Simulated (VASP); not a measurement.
# PtS2 (I4_1/amd) in VASP: relaxation of cell and atoms with PBEsol

Aim: the relaxation of cell and atoms of PtS2 with PBEsol.

Everything below comes from runs of VASP 6.6.1. Logs are shortened: lines on timing, memory, paths and dates and some standing lists are left out, and cuts for length are marked.

### Step 1. The cell of the first run

Symmetry: I4_1/amd, No. 141, tetragonal system. Conventional cell: a = 4.947 Å, b = 4.947 Å, c = 12.416 Å, α = 90.00°, β = 90.00°, γ = 90.00°. Pt (site symmetry -4m2) has 6 S at 2.53 to 2.58 Å within 3.3 Å. Within 3.3 Å of S (site symmetry 2mm) lie 3 Pt at 2.53 to 2.58 Å and 2 S at 3.22 Å.

### Step 2. Relaxation of cell and atoms, PBEsol

The input, INCAR:

```
SYSTEM = PtS2
PREC = Accurate
ENCUT = 600
EDIFF = 1E-6
ISMEAR = -1
SIGMA = 0.03
LREAL = .FALSE.
LASPH = .TRUE.
NELM = 100
ALGO = Normal
ISIF = 3
LWAVE = .FALSE.
LCHARG = .FALSE.
GGA = PS
IBRION = 2
NSW = 100
EDIFFG = -0.01
```

The input, KPOINTS:

```
regular mesh
0
G
  6 6 6
  0 0 0
```

The input, POSCAR:

```
PtS2
1.0
   -2.4733157000      2.4733157000      6.2080224070
    2.4733157000     -2.4733157000      6.2080224070
    2.4733157000      2.4733157000     -6.2080224070
Pt S
2 4
Direct
    0.7500000000      0.2500000000      0.5000000000
    0.0000000000      0.0000000000      0.0000000000
    0.5420000000      0.0420000000      0.5000000000
    0.7920000000      0.7920000000      0.0000000000
    0.2080000000      0.2080000000      0.0000000000
    0.9580000000      0.4580000000      0.5000000000
```

Potentials or basis: VASP PAW PBE potentials, release 64 (Pt, S).

Started as:

```bash
$ cat potpaw_PBE.64/Pt/POTCAR potpaw_PBE.64/S/POTCAR > POTCAR
$ mpirun -np 1 vasp_std > vasp.out
```

OUTCAR:

```text
SYSTEM = PtS2
   PREC = Accurate
   ENCUT = 600
   EDIFF = 1E-6
   ISMEAR = -1
   LREAL = .FALSE.
   LASPH = .TRUE.
   NELM = 100
   ISIF = 3
   GGA = PS
   IBRION = 2
   NSW = 100
   EDIFFG = -0.01

 ion  position               nearest neighbor table
   1  0.750  0.250  0.500-   4 2.53   5 2.53   4 2.53   5 2.53   3 2.58   6 2.58
   2  0.000  0.000  0.000-   3 2.53   6 2.53   3 2.53   6 2.53   5 2.58   4 2.58
   3  0.542  0.042  0.500-   2 2.53   2 2.53   1 2.58
   4  0.792  0.792  0.000-   1 2.53   1 2.53   2 2.58
   5  0.208  0.208  0.000-   1 2.53   1 2.53   2 2.58
   6  0.958  0.458  0.500-   2 2.53   2 2.53   1 2.58

  LATTYP: Found a body centered tetragonal cell.
 ALAT       =     4.9466314000
 C/A-ratio  =     2.5100000000

  Lattice vectors:

 A1 = (  -2.4733157000,   2.4733157000,   6.2080224070)
 A2 = (   2.4733157000,  -2.4733157000,   6.2080224070)
 A3 = (   2.4733157000,   2.4733157000,  -6.2080224070)

Analysis of symmetry for initial positions (statically):
=====================================================================
 Subroutine PRICEL returns:
 Original cell was already a primitive cell.

 Routine SETGRP: Setting up the symmetry group for a
 body centered tetragonal supercell.

 Subroutine GETGRP returns: Found 16 space group operations
 (whereof  8 operations were pure point group operations)
 out of a pool of 16 trial point group operations.

The static configuration has the point symmetry D_2d.
 The point group associated with its full space group is D_4h.

Analysis of symmetry for dynamics (positions and initial velocities):
=====================================================================
 Subroutine PRICEL returns:
 Original cell was already a primitive cell.

 Routine SETGRP: Setting up the symmetry group for a
 body centered tetragonal supercell.

 Subroutine GETGRP returns: Found 16 space group operations
 (whereof  8 operations were pure point group operations)
 out of a pool of 16 trial point group operations.

The dynamic configuration has the point symmetry D_2d.
 The point group associated with its full space group is D_4h.

 Subroutine INISYM returns: Found 16 space group operations
 (whereof  8 operations are pure point group operations),
 and found     1 'primitive' translations

----------------------------------------------------------------------------------------

                                     Primitive cell

  volume of cell :     151.9051

  direct lattice vectors                    reciprocal lattice vectors
    -2.473315700  2.473315700  6.208022407     0.000000000  0.202157775  0.080540946
     2.473315700 -2.473315700  6.208022407     0.202157775  0.000000000  0.080540946
     2.473315700  2.473315700 -6.208022407     0.202157775  0.202157775  0.000000000

  length of vectors
     7.125596348  7.125596348  7.125596348     0.217611145  0.217611145  0.285894268

  position of ions in fractional coordinates (direct lattice)
     0.750000000  0.250000000  0.500000000
     0.000000000  0.000000000  0.000000000
     0.542000000  0.042000000  0.500000000
     0.792000000  0.792000000  0.000000000
     0.208000000  0.208000000  0.000000000
     0.958000000  0.458000000  0.500000000

  ion indices of the primitive-cell ions
   primitive index   ion index
                 1           1
                 2           2
                 3           3
                 4           4
                 5           5
                 6           6

----------------------------------------------------------------------------------------

 KPOINTS: regular mesh

Automatic generation of k-mesh.
 Grid dimensions read from file:
 generate k-points for:    6    6    6

 Generating k-lattice:

  Cartesian coordinates                     Fractional coordinates (reciprocal lattice)
     0.000000000  0.033692963  0.013423491     0.166666667  0.000000000  0.000000000
     0.033692963  0.000000000  0.013423491     0.000000000  0.166666667  0.000000000
     0.033692963  0.033692963  0.000000000     0.000000000  0.000000000  0.166666667

  Length of vectors
     0.036268524  0.036268524  0.047649045

  Shift w.r.t. Gamma in fractional coordinates (k-lattice)
     0.000000000  0.000000000  0.000000000

 Subroutine IBZKPT returns following result:
 ===========================================

 Found     30 irreducible k-points:

 Following reciprocal coordinates:
            Coordinates               Weight
  0.000000  0.000000  0.000000      1.000000
  0.166667 -0.000000  0.000000      8.000000
  0.333333 -0.000000  0.000000      8.000000
  0.500000 -0.000000  0.000000      4.000000
  0.166667  0.166667  0.000000      8.000000
  0.333333  0.166667  0.000000     16.000000
[... 16 lines left out ...]
 -0.333333 -0.333333  0.166667      8.000000
 -0.166667 -0.333333  0.166667      8.000000
 [... further k-points ...]
   k-points           NKPTS =     30   k-points in BZ     NKDIM =     30   number of bands    NBANDS=     26
   number of dos      NEDOS =    301   number of ions     NIONS =      6
   total plane-waves  NPLWV = 216000
   dimension x,y,z NGX =    60 NGY =   60 NGZ =   60
   dimension x,y,z NGXF=   120 NGYF=  120 NGZF=  120
   ions per type =               2   4
   NGX,Y,Z   is equivalent  to a cutoff of  14.00, 14.00, 14.00 a.u.
   NGXF,Y,Z  is equivalent  to a cutoff of  28.00, 28.00, 28.00 a.u.
 SYSTEM =  PtS2
   PREC   = accura    normal or accurate (medium, high low for compatibility)
   ISTART =      0    job   : 0-new  1-cont  2-samecut
   ICHARG =      2    charge: 1-file 2-atom 10-const
   ISPIN  =      1    spin polarized calculation?
   LNONCOLLINEAR =      F non collinear calculations
   LSORBIT =      F    spin-orbit coupling
   LASPH  =      T    aspherical Exc in radial PAW
   ENCUT  =  600.0 eV  44.10 Ry    6.64 a.u.  14.23 14.23 14.23*2*pi/ulx,y,z
   NELM   =    100;   NELMIN=  2; NELMDL= -5     # of ELM steps
   EDIFF  = 0.1E-05   stopping-criterion for ELM
   LREAL  =      F    real-space projection
   EDIFFG = -.1E-01   stopping-criterion for IOM
   NSW    =    100    number of steps for IOM
   IBRION =      2    ionic relax: 0-MD 1-quasi-New 2-CG
   NFREE  =      1    steps in history (QN), initial steepest desc. (CG)
   ISIF   =      3    stress and relaxation
   ISYM   =      2    0-nonsym 1-usesym 2-fastsym
   POTIM  = 0.5000    time-step for ionic-motion
   TEBEG  =    0.0;   TEEND  =   0.0 temperature during run
   PSTRESS=    0.0 pullay stress
   NELECT =      44.0000    total number of electrons
   NUPDOWN=      -1.0000    fix difference up-down
   EMIN   =  10.00;   EMAX   =-10.00  energy-range for DOS
   EFERMI =   0.00;   METHOD = LEGACY
   ISMEAR =    -1;   SIGMA  =   0.03  broadening in eV -4-tet -1-fermi 0-gaus
   EFERMI_NEDOS =   21; number of points for ismear=-14 and -15
   IALGO  =     38    algorithm
   IMIX   =      4    mixing-type and parameters
     AMIX     =   0.40;   BMIX     =  1.00
     AMIX_MAG =   1.60;   BMIX_MAG =  1.00
  volume/ion in A,a.u.               =      25.32       170.85
  Fermi-wavevector in a.u.,A,eV,Ry     =   1.083182  2.046918 15.963500  1.173284
  Thomas-Fermi vector in A             =   2.219242
   LORBIT       =      0    0 simple, 1 ext, 2 COOP (PROOUT), +10 PAW based schemes
   GGA     = PS    functional components
   LHFCALC =     F    Hartree Fock is set to
   AEXX    =    0.0000 exact exchange contribution
   IVDW    =     0    specifies the selected vdW correction
   LEPSILON=     F    determine dielectric tensor
   LRPA    =     F    only Hartree local field effects (RPA)
 conjugate gradient relaxation of ions
 non-spin polarized calculation
  energy-cutoff  :      600.00
  volume of cell :      151.91
 maximum number of plane-waves:      5096
 NGX is ok and might be reduce to    60
   NGX = 29   NGY = 29   NGZ = 29

--------------------------------------- Ionic step        1  -------------------------------------------

 number of electron      44.0000001 magnetization

 Free energy of the ion-electron system (eV)
  ---------------------------------------------------
  ext. energy  EPLUGINS =         0.00000000
  ---------------------------------------------------
  free energy    TOTEN  =       -29.73773916 eV

  energy without entropy =      -29.71367659  energy(sigma->0) =      -29.72570787

 E-fermi :   2.5361     XC(G=0):  -9.1131

 val. band max:        2.5279100821   @ k =   0.5000   0.3333   0.0000
 cond. band min:       2.5405224093   @ k =  -0.3333   0.3333   0.3333
 fundamental gap:      0.0126123273
 Fermi energy:         2.5361144675

 k-point     1 :       0.0000    0.0000    0.0000
  band No.  band energies     occupation
      1     -10.6586      2.00000
      2      -9.6001      2.00000
      3      -9.4273      2.00000
      4      -8.9942      2.00000
      5      -2.3220      2.00000
      6      -2.2230      2.00000
[... 1694 lines left out ...]
 POSITION                                       TOTAL-FORCE (eV/Angst)
 -----------------------------------------------------------------------------------
      0.00000      2.36316      2.82486         0.000000      0.000000     -0.000000
      0.00000      0.00000      0.00000         0.000000      0.000000     -0.000000
     -0.00000      2.36316      0.50484         0.000000     -0.000000      0.037398
      0.00000      0.00000      8.97941        -0.000000      0.000000      0.037398
      0.00000      0.00000      2.32001        -0.000000      0.000000     -0.037398
      0.00000      2.36316      5.14487         0.000000     -0.000000     -0.037398
 -----------------------------------------------------------------------------------
    total drift:                               -0.000000     -0.000000      0.000000

  FREE ENERGIE OF THE ION-ELECTRON SYSTEM (eV)
  ---------------------------------------------------
  free  energy   TOTEN  =       -31.5135692518 eV

  energy  without entropy=      -31.4930300146  energy(sigma->0) =      -31.50329963

--------------------------------------- Ionic step        9  -------------------------------------------

 number of electron      44.0000000 magnetization

 Free energy of the ion-electron system (eV)
  ---------------------------------------------------
  ext. energy  EPLUGINS =         0.00000000
  ---------------------------------------------------
  free energy    TOTEN  =       -31.51411212 eV

  energy without entropy =      -31.49366271  energy(sigma->0) =      -31.50388742

 E-fermi :   4.6276     XC(G=0):  -9.9630

 val. band max:        4.6249735263   @ k =   0.3333   0.1667   0.1667
 cond. band min:       4.6393403329   @ k =  -0.1667  -0.3333   0.1667
 fundamental gap:      0.0143668066
 Fermi energy:         4.6275783249

 k-point     1 :       0.0000    0.0000    0.0000
  band No.  band energies     occupation
      1      -9.9572      2.00000
      2      -8.3686      2.00000
      3      -8.0474      2.00000
      4      -7.4334      2.00000
      5      -1.7820      2.00000
      6      -1.6543      2.00000
[... 709 lines left out ...]
 POSITION                                       TOTAL-FORCE (eV/Angst)
 -----------------------------------------------------------------------------------
      0.00000      2.36067      2.82137         0.000000      0.000000      0.000000
      0.00000      0.00000      0.00000         0.000000      0.000000      0.000000
     -0.00000      2.36067      0.50438         0.000000     -0.000000      0.007032
      0.00000      0.00000      8.96848        -0.000000      0.000000      0.007032
      0.00000      0.00000      2.31699        -0.000000      0.000000     -0.007032
      0.00000      2.36067      5.13835         0.000000     -0.000000     -0.007032
 -----------------------------------------------------------------------------------
    total drift:                               -0.000000     -0.000000      0.000000

  FREE ENERGIE OF THE ION-ELECTRON SYSTEM (eV)
  ---------------------------------------------------
  free  energy   TOTEN  =       -31.5141121222 eV

  energy  without entropy=      -31.4936627108  energy(sigma->0) =      -31.50388742

 reached required accuracy - stopping structural energy minimisation
```

It took 54 min on 1 thread of Oxide Virtual Turin-like, shared host; peak memory 0.58 GiB.

What came out:

```
Free energy                           : -31.5141 eV
Relaxed volume                        : 20.96 Å³/atom
Relaxed cell                          : a = 6.556 Å, b = 6.556 Å, c = 6.556 Å, α = 137.79°, β = 137.79°, γ = 61.22°
Space group after relaxing (to 0.1 Å) : I4_1/amd (No. 141)
Energy gained by relaxing             : 296.1 meV/atom
Ionic steps                           : 9
Pressure after relaxing               : 0.0 GPa
Largest force after relaxing          : 0.007 eV/Å
Band gap on the k mesh                : zero (bands 22 and 23 overlap by 0.26 eV)
```

Forces on the atoms (eV/Å):
```
Pt   0.000  0.000  0.000
Pt   0.000  0.000  0.000
S    0.000  0.000  0.007
S    0.000  0.000  0.007
S    0.000  0.000 -0.007
S    0.000  0.000 -0.007
```

Step by step:
| step | energy change (eV) | largest force (eV/Å) | pressure (GPa) | volume (Å³) |
| --- | --- | --- | --- | --- |
| 1 | 0.0000 | 1.3277 | -14.59 | 151.91 |
| 2 | 0.3666 | 3.6438 | 33.93 | 106.41 |
| 3 | -1.7689 | 0.2005 | -0.92 | 126.35 |
| 4 | -1.7735 | 0.1222 | -0.12 | 125.56 |
| 5 | -1.7739 | 0.0704 | 0.40 | 125.07 |
| 6 | -1.7758 | 0.0490 | 0.34 | 125.53 |
| 7 | -1.7760 | 0.0196 | 0.35 | 125.42 |
| 8 | -1.7758 | 0.0374 | -0.39 | 126.20 |
| 9 | -1.7764 | 0.0070 | 0.00 | 125.78 |

Final structure:
```
Pt S
1.0
    -2.36067    2.36067    5.64273
     2.36067   -2.36067    5.64273
     2.36067    2.36067   -5.64273
Pt S
2 4
Cartesian
  0.0000 2.3607 2.8214
  0.0000 0.0000 0.0000
  0.0000 2.3607 0.5044
  0.0000 0.0000 8.9685
  0.0000 0.0000 2.3170
  0.0000 2.3607 5.1384
```

Caveat: the volume moved by over 15 % at a fixed basis, so the end points are rough; the PAW data sets were made with another functional, which shifts forces and pressure a little; spin-orbit coupling is left out, which moves the levels of the heavy elements.
